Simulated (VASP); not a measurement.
# CuSi12O24 (a cell with a defect) in VASP: a series of runs

CuSi12O24 (a cell with a defect) is run at these levels: PBE+D3(BJ); tasks: single point.

All numbers are computed with VASP 6.6.1; they aren't measurements. Logs are shortened: lines on timing, memory, paths and dates and some standing lists are left out, and cuts for length are marked.

## Step 1: The cell of the first run

The cell holds a defect, 37 atoms: a = 7.385 Å, b = 7.385 Å, c = 9.968 Å, α = 70.28°, β = 70.28°, γ = 71.53°.

## Step 2: Single point, PBE+D3(BJ), collinear spin, zero start

INCAR

```
SYSTEM = CuSi12O24
PREC = Accurate ; ENCUT = 520
EDIFF = 1E-7 ; ISMEAR = 0
SIGMA = 0.05 ; LREAL = Auto
LASPH = .TRUE. ; NELM = 150
ALGO = Normal ; ISIF = 2
LWAVE = .FALSE. ; LCHARG = .TRUE.
ISPIN = 2 ; MAGMOM = 0 0 0 0 0 0 0 0 0 0 0 0 0 0 0 0 0 0 0 0 0 0 0 0 0 0 0 0 0 0 0 0 0 0 0 0 0
LORBIT = 11 ; LMAXMIX = 4
GGA = PE ; IVDW = 12
LELF = .TRUE. ; LVHAR = .TRUE.
NBANDS = 130 ; LUSENCCL = .FALSE.
```

KPOINTS

```
Automatic mesh
0
G
  2 2 1
  0 0 0
```

POSCAR

```
CuSi12O24
1.0
   -2.4920500000      4.3163570000      5.4500000000
    4.9841000000      0.0000000000      5.4500000000
    4.9841000000      8.6327140000      0.0000000000
Si O Cu
12 24 1
Direct
    0.1054726611      0.5652829352      0.9578584835
    0.4027269879      0.9406188837      0.0337501679
   -0.0019245981     -0.0013209065      0.2631966323
    0.0825735215      0.5705822583      0.4542604102
    0.3995195244      0.9274780902      0.5310726272
    0.0004568019     -0.0015468936      0.7666094672
    0.5984116477      0.0765545908      0.2009682813
    0.8916890080      0.4296337443      0.2802441861
    0.4890506187      0.4938187391      0.4977156591
    0.5961754981      0.0617823001      0.6988940808
    0.9230780259      0.4260485796      0.7946403300
    0.5104160933      0.5058352828      0.0256727980
    0.3057847174      0.4631464753      1.0167481506
    0.1778197345      0.0357813664      0.1152321905
    0.9253332793      0.5186448858      0.1038801034
    0.5821995482      0.3132048555      0.1529991501
    0.9214906689      0.1903812577      0.3302946560
    0.5628983505      1.0070565119      0.0755224561
    0.3077998196      0.4559790794      0.4639594331
    0.1806050169      0.0260947996      0.6170884696
    0.9348525947      0.5266864878      0.6191836610
    0.5655792929      0.3023040098      0.6250818526
    0.9375890668      0.1902065295      0.8320492105
    0.5682716290      0.9611314903      0.5864898080
    0.8185370217      0.9618486663      0.2227080610
    0.6650264492      0.5328535508      0.3512025802
    0.4308799734      0.0219394762      0.3551475481
    0.0691663299      0.8070544041      0.3901252176
    0.4190827358      0.6878809339      0.5652049054
    0.0385569791      0.4851200852      0.3420458866
    0.8174633537      0.9747118757      0.7222066353
    0.7181921883      0.5385103805      0.8923645705
    0.4313469225      0.0197448206      0.8555845464
    0.0708022649      0.8043773682      0.8919898364
    0.4374645561      0.7014009484      0.0882685099
    0.1039921760      0.4615314937      0.8362764761
    0.5098455565      0.5133403150      0.7674792149
```

Potentials or basis: VASP PAW PBE potentials, release 64 (Si, O, Cu).

On the command line:

```bash
cat potpaw_PBE.64/Si/POTCAR potpaw_PBE.64/O/POTCAR potpaw_PBE.64/Cu/POTCAR > POTCAR
mpirun -np 1 vasp_std > vasp.out
```

OUTCAR:

```text
SYSTEM = CuSi12O24
   PREC = Accurate
   ENCUT = 520
   EDIFF = 1E-7
   ISMEAR = 0
   LREAL = Auto
   LASPH = .TRUE.
   NELM = 150
   ISIF = 2
   ISPIN = 2
   LORBIT = 11
   GGA = PE
   IVDW = 12
 IVDW          = 12

 ion  position               nearest neighbor table
   1  0.105  0.565  0.958-  15 1.63  34 1.63  13 1.64  36 1.64  37 2.93  11 3.00   8 3.04   6 3.13

   2  0.403  0.941  0.034-  35 1.63  14 1.63  18 1.63  33 1.63  12 3.08   7 3.09  10 3.09   3 3.10

   3  0.998  0.999  0.263-  17 1.63  28 1.63  14 1.63  25 1.63   7 3.06   8 3.08   4 3.08   2 3.10
[... 23 lines left out ...]
  22  0.566  0.302  0.625-   9 1.64  10 1.65  37 2.30
  23  0.938  0.190  0.832-   6 1.63  11 1.63
  24  0.568  0.961  0.586-  10 1.63   5 1.64
  25  0.819  0.962  0.223-   7 1.63   3 1.63
  26  0.665  0.533  0.351-   9 1.61   8 1.62
  27  0.431  0.022  0.355-   5 1.62   7 1.63
  28  0.069  0.807  0.390-   4 1.63   3 1.63
  29  0.419  0.688  0.565-   9 1.65   5 1.65  37 2.19
  30  0.039  0.485  0.342-   4 1.61   8 1.62
  31  0.817  0.975  0.722-  10 1.62   6 1.63
  32  0.718  0.539  0.892-  11 1.64  12 1.68  37 2.36
  33  0.431  0.020  0.856-  10 1.63   2 1.63
  34  0.071  0.804  0.892-   6 1.63   1 1.63
  35  0.437  0.701  0.088-   2 1.63  12 1.63
  36  0.104  0.462  0.836-  11 1.64   1 1.64
  37  0.510  0.513  0.767-  29 2.19  22 2.30  32 2.36  12 2.56   9 2.80   1 2.93

  LATTYP: Found a base centered monoclinic cell.
 ALAT       =    11.9854599809
 B/A-ratio  =     0.7202655832
 C/A-ratio  =     0.8316910359
 COS(beta)  =    -0.4158455180

  Lattice vectors:

 A1 = (   2.4920500000,  -4.3163570000,  -5.4500000000)
 A2 = (  -4.9841000000,   0.0000000000,  -5.4500000000)
 A3 = (   4.9841000000,   8.6327140000,   0.0000000000)

Analysis of symmetry for initial positions (statically):
=====================================================================
 Subroutine PRICEL returns:
 Original cell was already a primitive cell.

 Routine SETGRP: Setting up the symmetry group for a
 base centered monoclinic supercell.

 Subroutine GETGRP returns: Found  1 space group operations
 (whereof  1 operations were pure point group operations)
 out of a pool of  4 trial point group operations.

The static configuration has the point symmetry C_1 .

Analysis of symmetry for dynamics (positions and initial velocities):
=====================================================================
 Subroutine PRICEL returns:
 Original cell was already a primitive cell.

 Routine SETGRP: Setting up the symmetry group for a
 base centered monoclinic supercell.

 Subroutine GETGRP returns: Found  1 space group operations
 (whereof  1 operations were pure point group operations)
 out of a pool of  4 trial point group operations.

The dynamic configuration has the point symmetry C_1 .

Analysis of structural, dynamic, and magnetic symmetry:
=====================================================================
 Subroutine PRICEL returns:
 Original cell was already a primitive cell.

 Routine SETGRP: Setting up the symmetry group for a
 base centered monoclinic supercell.

 Subroutine GETGRP returns: Found  1 space group operations
 (whereof  1 operations were pure point group operations)
 out of a pool of  4 trial point group operations.

The overall configuration has the point symmetry C_1 .

 Subroutine INISYM returns: Found  1 space group operations
 (whereof  1 operations are pure point group operations),
 and found     1 'primitive' translations

----------------------------------------------------------------------------------------

                                     Primitive cell

  volume of cell :     468.9868

  direct lattice vectors                    reciprocal lattice vectors
    -2.492050000  4.316357000  5.450000000    -0.100319014  0.057919213  0.091743119
     4.984100000  0.000000000  5.450000000     0.100319014 -0.057919213  0.091743119
     4.984100000  8.632714000  0.000000000     0.050159507  0.086878819 -0.045871560

  length of vectors
     7.385374124  7.385374250  9.968199628     0.147767858  0.147767858  0.110309136

  position of ions in fractional coordinates (direct lattice)
     0.105472661  0.565282935  0.957858483
     0.402726988  0.940618884  0.033750168
     0.998075402  0.998679094  0.263196632
     0.082573522  0.570582258  0.454260410
[... 132 lines left out ...]
   NGXF,Y,Z  is equivalent  to a cutoff of  25.21, 25.21, 26.68 a.u.
 SYSTEM =  CuSi12O24
   PREC   = accura    normal or accurate (medium, high low for compatibility)
   ISTART =      0    job   : 0-new  1-cont  2-samecut
   ICHARG =      2    charge: 1-file 2-atom 10-const
   ISPIN  =      2    spin polarized calculation?
   LNONCOLLINEAR =      F non collinear calculations
   LSORBIT =      F    spin-orbit coupling
   LASPH  =      T    aspherical Exc in radial PAW
   ENCUT  =  520.0 eV  38.22 Ry    6.18 a.u.  13.73 13.73 18.53*2*pi/ulx,y,z
   NELM   =    150;   NELMIN=  2; NELMDL= -5     # of ELM steps
   EDIFF  = 0.1E-06   stopping-criterion for ELM
   LREAL  =      T    real-space projection
   EDIFFG = 0.1E-05   stopping-criterion for IOM
   NSW    =      0    number of steps for IOM
   IBRION =     -1    ionic relax: 0-MD 1-quasi-New 2-CG
   NFREE  =      0    steps in history (QN), initial steepest desc. (CG)
   ISIF   =      2    stress and relaxation
   ISYM   =      2    0-nonsym 1-usesym 2-fastsym
   POTIM  = 0.5000    time-step for ionic-motion
   TEBEG  =    0.0;   TEEND  =   0.0 temperature during run
   PSTRESS=    0.0 pullay stress
   NELECT =     203.0000    total number of electrons
   NUPDOWN=      -1.0000    fix difference up-down
   EMIN   =  10.00;   EMAX   =-10.00  energy-range for DOS
   EFERMI =   0.00;   METHOD = LEGACY
   ISMEAR =     0;   SIGMA  =   0.05  broadening in eV -4-tet -1-fermi 0-gaus
   EFERMI_NEDOS =   21; number of points for ismear=-14 and -15
   IALGO  =     38    algorithm
   IMIX   =      4    mixing-type and parameters
     AMIX     =   0.40;   BMIX     =  1.00
     AMIX_MAG =   1.60;   BMIX_MAG =  1.00
  volume/ion in A,a.u.               =      12.68        85.54
  Fermi-wavevector in a.u.,A,eV,Ry     =   1.238378  2.340196 20.865632  1.533581
  Thomas-Fermi vector in A             =   2.372906
   LORBIT       =     11    0 simple, 1 ext, 2 COOP (PROOUT), +10 PAW based schemes
   GGA     = PE    functional components
   LHFCALC =     F    Hartree Fock is set to
   AEXX    =    0.0000 exact exchange contribution
   IVDW    =    12    specifies the selected vdW correction
   LEPSILON=     F    determine dielectric tensor
   LRPA    =     F    only Hartree local field effects (RPA)
 spin polarized calculation
 Gauss-broadening in eV      SIGMA  =   0.05
  energy-cutoff  :      520.00
  volume of cell :      468.99
 maximum number of plane-waves:     12652
 NGX is ok and might be reduce to    56
   NGX = 27   NGY = 27   NGZ = 37

 number of electron     203.0000000 magnetization       0.0000000

 number of electron     202.9999999 magnetization      -0.0000944

 Free energy of the ion-electron system (eV)
  ---------------------------------------------------
  ext. energy  EPLUGINS =         0.00000000
  ---------------------------------------------------
  free energy    TOTEN  =      -283.54602609 eV

  energy without entropy =     -283.54241447  energy(sigma->0) =     -283.54422028

 E-fermi :   6.1623     XC(G=0):  -9.3218

 val. band max:        6.1039475505   @ k =   0.0000   0.5000   0.0000
 cond. band min:       6.2206137962   @ k =   0.5000   0.0000   0.0000
 fundamental gap:      0.1166662457
 Fermi energy:         6.1622805806

 spin component 1

 k-point     1 :       0.0000    0.0000    0.0000
  band No.  band energies     occupation
      1     -18.2084      1.00000
      2     -17.7262      1.00000
      3     -17.6506      1.00000
      4     -17.5622      1.00000
      5     -17.2754      1.00000
      6     -17.2232      1.00000
[... 453 lines left out ...]
    112      10.1800      0.00000
    113      10.3361      0.00000
 Fermi energy:         6.1622805806

 spin component 2

 k-point     1 :       0.0000    0.0000    0.0000
  band No.  band energies     occupation
      1     -18.2084      1.00000
      2     -17.7262      1.00000
      3     -17.6506      1.00000
      4     -17.5622      1.00000
      5     -17.2754      1.00000
      6     -17.2232      1.00000
[... 453 lines left out ...]
    112      10.1800      0.00000
    113      10.3361      0.00000
 [bands above 113 left out]

------------------------ aborting loop because EDIFF is reached ----------------------------------------

 Edisp (eV)   -5.50971

 E8    (eV) :    -1.8955

  FORCE on cell =-STRESS in cart. coord.  units (eV):
  Direction    XX          YY          ZZ          XY          YZ          ZX
  --------------------------------------------------------------------------------------
  -------------------------------------------------------------------------------------
  Total      -0.62776    -0.41617     1.19159     0.04459     0.93585    -2.51669
  in kB      -2.14458    -1.42175     4.07077     0.15233     3.19709    -8.59764
  external pressure =        0.17 kB  Pullay stress =        0.00 kB

 VOLUME and BASIS-vectors are now :
 -----------------------------------------------------------------------------
  energy-cutoff  :      520.00
  volume of cell :      468.99
      direct lattice vectors                 reciprocal lattice vectors
    -2.492050000  4.316357000  5.450000000    -0.100319014  0.057919213  0.091743119
     4.984100000  0.000000000  5.450000000     0.100319014 -0.057919213  0.091743119
     4.984100000  8.632714000  0.000000000     0.050159507  0.086878819 -0.045871560

 POSITION                                       TOTAL-FORCE (eV/Angst)
 -----------------------------------------------------------------------------------
      7.32865      8.72418      3.65562        -0.008200     -0.029626     -0.027882
      3.85274      2.02967      7.32124        -0.020969      0.026542     -0.028045
      3.80206      6.58015     10.88231         0.029012     -0.007924      0.000801
      4.90214      4.27792      3.55970        -0.119406     -0.065455      0.082104
      6.27394      6.30907      7.23214        -0.020299     -0.015130     -0.002195
      8.79611      6.61989      5.44406        -0.009778      0.012607     -0.024116
[... 29 lines left out ...]
      6.20925      7.66820      3.08210         0.004528      0.008677      0.038218
      5.11317      8.82610      5.57636         0.083282      0.146256     -0.004383
 -----------------------------------------------------------------------------------
    total drift:                                0.008492      0.013398     -0.018121

  FREE ENERGIE OF THE ION-ELECTRON SYSTEM (eV)
  ---------------------------------------------------
  free  energy   TOTEN  =      -289.0557367126 eV

  energy  without entropy=     -289.0521250931  energy(sigma->0) =     -289.05393090

 total charge

# of ion       s       p       d       tot
------------------------------------------
    1        0.641   0.967   0.000   1.608
    2        0.639   0.976   0.000   1.616
    3        0.641   0.978   0.000   1.619
    4        0.641   0.982   0.000   1.624
    5        0.638   0.970   0.000   1.608
    6        0.635   0.970   0.000   1.605
[... 29 lines left out ...]
   36        1.558   3.651   0.000   5.209
   37        0.377   0.144   9.375   9.895
--------------------------------------------------
tot         45.313 100.029   9.375 154.717

 magnetization (x)

# of ion       s       p       d       tot
------------------------------------------
    1       -0.000   0.000   0.000   0.000
    2        0.000  -0.000   0.000   0.000
    3        0.000   0.000   0.000   0.000
    4       -0.000  -0.000   0.000  -0.000
    5       -0.000  -0.000   0.000  -0.000
    6        0.000  -0.000   0.000   0.000
[... 29 lines left out ...]
   36       -0.000  -0.000   0.000  -0.000
   37       -0.000  -0.000   0.000  -0.000
--------------------------------------------------
tot         -0.000  -0.000   0.000  -0.000
```

Run time: 2 min. Hardware: 1 × NVIDIA H100 80GB with 1 thread of AMD EPYC 7R13 (Zen 3), shared host; peak memory 1.8 GiB.

Results:

```
Free energy                                           : -289.0557 eV
Pressure                                              : 0.0 GPa
Largest force                                         : 0.214 eV/Å
Net moment                                            : 0.00 μB per cell
Valence electrons inside the program's atomic spheres : Si 1.61, 1.62, 1.60, 1.63, 1.57 (each value once); O 5.19, 5.23, 5.24, 5.22, 5.25, 5.21 (each value once); Cu 9.89
Dispersion energy per atom                            : -0.149 eV
```

Forces on the atoms (eV/Å):
```
Si  -0.008 -0.030 -0.028
Si  -0.021  0.027 -0.028
Si   0.029 -0.008  0.001
Si  -0.119 -0.065  0.082
Si  -0.020 -0.015 -0.002
Si  -0.010  0.013 -0.024
Si   0.022 -0.032 -0.004
Si  -0.004 -0.015 -0.002
Si   0.042  0.045  0.033
Si  -0.029  0.027 -0.025
Si  -0.041 -0.034  0.008
Si  -0.129 -0.171  0.002
O    0.101  0.079 -0.105
O   -0.010  0.004 -0.012
O   -0.002 -0.001  0.015
O   -0.033  0.010  0.006
O   -0.018 -0.029  0.023
O    0.009  0.007 -0.024
O    0.036  0.004 -0.017
O    0.024  0.003 -0.004
O    0.043  0.041 -0.046
O   -0.017 -0.011 -0.004
O    0.008 -0.009  0.020
O   -0.002 -0.002  0.000
O   -0.013  0.022  0.009
O   -0.028  0.000  0.001
O    0.005  0.024  0.025
O   -0.004  0.022 -0.016
O   -0.015  0.000 -0.015
O    0.080  0.024 -0.060
O    0.014 -0.006  0.008
O   -0.022 -0.005  0.063
O    0.033 -0.014  0.050
O   -0.019 -0.025  0.008
O    0.032 -0.035  0.030
O    0.005  0.009  0.038
Cu   0.083  0.146 -0.004
```

Levels at points of the mesh, in eV from the Fermi level:
Spin up:
| k point | band 97 | band 98 | band 99 | band 100 | band 101 | band 102 | band 103 | band 104 | band 105 | band 106 |
| --- | --- | --- | --- | --- | --- | --- | --- | --- | --- | --- |
| (0.00, 0.00, 0.00) | -2.90 | -2.72 | -2.69 | -2.54 | -2.49 | -0.47 | 1.62 | 2.45 | 2.57 | 3.14 |
| (0.50, 0.00, 0.00) | -2.93 | -2.72 | -2.70 | -2.54 | -2.48 | 0.06 | 1.70 | 2.21 | 2.70 | 2.85 |
| (0.00, 0.50, 0.00) | -2.90 | -2.72 | -2.69 | -2.53 | -2.48 | -0.06 | 1.65 | 2.34 | 2.76 | 2.86 |
| (0.50, 0.50, 0.00) | -2.94 | -2.73 | -2.70 | -2.53 | -2.47 | 0.22 | 2.14 | 2.30 | 2.48 | 2.92 |
Spin down:
| k point | band 97 | band 98 | band 99 | band 100 | band 101 | band 102 | band 103 | band 104 | band 105 | band 106 |
| --- | --- | --- | --- | --- | --- | --- | --- | --- | --- | --- |
| (0.00, 0.00, 0.00) | -2.90 | -2.72 | -2.69 | -2.54 | -2.49 | -0.47 | 1.62 | 2.45 | 2.57 | 3.14 |
| (0.50, 0.00, 0.00) | -2.93 | -2.72 | -2.70 | -2.54 | -2.48 | 0.06 | 1.70 | 2.21 | 2.70 | 2.85 |
| (0.00, 0.50, 0.00) | -2.90 | -2.73 | -2.69 | -2.53 | -2.48 | -0.06 | 1.65 | 2.34 | 2.76 | 2.86 |
| (0.50, 0.50, 0.00) | -2.94 | -2.73 | -2.70 | -2.53 | -2.48 | 0.22 | 2.14 | 2.30 | 2.48 | 2.92 |

Caveat: the k points lie up to 0.69 Å⁻¹ apart; no moment was typed at the start, so none could form; semilocal functionals often make such compounds metallic where correlation or magnetic order opens a gap, which also shifts bond lengths. With open d or f shells a metallic result of PBE can be an artefact of self-interaction; +U or a hybrid may open a gap.

(Part 1 of 3 ends here.)
